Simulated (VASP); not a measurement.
TiC: relaxation of the atoms with r2SCAN

Crystal: TiC.

```
Ti C
1.0
     0.00000    2.19274    2.19274
     2.19274    0.00000    2.19274
     2.19274    2.19274    0.00000
Ti C
1 1
Cartesian
  0.0000 0.0000 0.0000
  2.1927 2.1927 2.1927
```

| Quantity | Value |
| --- | --- |
| Program | VASP 6.6.1 |
| Task | relaxation of the atoms |
| Functional | r2SCAN |
| Potentials or basis | VASP PAW PBE potentials, release 64 (Ti_sv, C) |
| Cutoff | 520 eV |
| k mesh | 13 × 13 × 13 |
| Occupations | fermi-dirac, width 0.1 eV |
| Spin | no spin polarisation |
| Dipole correction | no |
| Further INCAR settings | ALGO = Normal; EDIFF = 1e-06; IBRION = 2; EDIFFG = -0.01; NSW = 50 |

```json
{
  "Pressure after relaxing": "-8.8 GPa",
  "Band gap on the k mesh": "zero (bands 8 and 9 overlap by 1.30 eV)"
}
```

Final structure:
```
CELL_PARAMETERS angstrom
0.00000 2.19274 2.19274
2.19274 0.00000 2.19274
2.19274 2.19274 0.00000
ATOMIC_POSITIONS crystal
Ti 0.00000 0.00000 0.00000
C 0.50000 0.50000 0.50000
```

Levels at points of the mesh, in eV from the Fermi level:
```
           k point  band 6  band 7  band 8  band 9  band 10  band 11
(0.00, 0.00, 0.00)    0.84    0.84    0.84    1.62     1.62     1.62
```

Run time: 25 s on 1 thread of Intel(R) Xeon(R) 6975P-C (Granite Rapids), on a shared host, peak memory 0.16 GiB.

Caveat: the relaxation stopped at its first step, so nothing moved; the PAW data sets were made with another functional, which shifts forces and pressure a little.
